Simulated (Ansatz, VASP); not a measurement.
## One calculation of GaN, two programs

```
CELL_PARAMETERS angstrom
3.13464 0.00000 0.00000
-1.56732 2.71468 0.00000
0.00000 0.00000 5.10491
ATOMIC_POSITIONS crystal
Ga 0.33333 0.66667 0.99918
Ga 0.66667 0.33333 0.49918
N 0.33333 0.66667 0.37582
N 0.66667 0.33333 0.87582
```

Alike in both runs: task single point; functional r2SCAN; k mesh 8 × 8 × 4; no spin polarisation.

|  | VASP | Ansatz |
| --- | --- | --- |
| version | VASP 6.6.1 | Ansatz 0.2.0 |
| potentials or method | VASP PAW PBE potentials, release 64 (Ga_d, N_h) | PAW with Ansatz's default frozen-core files, scalar-relativistic |
| plane-wave cutoff (eV) | 910 | 500 |
| occupations | gaussian, width 0.01 eV | fixed |
| valence electrons in the cell | 36 | 36 |

VASP gave:

* gap on the k mesh at the Fermi level (eV): 2.66

Problem. What did Ansatz give for the same quantities?

Solution. gap on the k mesh at the Fermi level (eV): 2.67.

VASP's potentials were made for PBE, not for r2SCAN.

Noted on VASP's run: the cutoff is short for stress, so the pressure is rough.
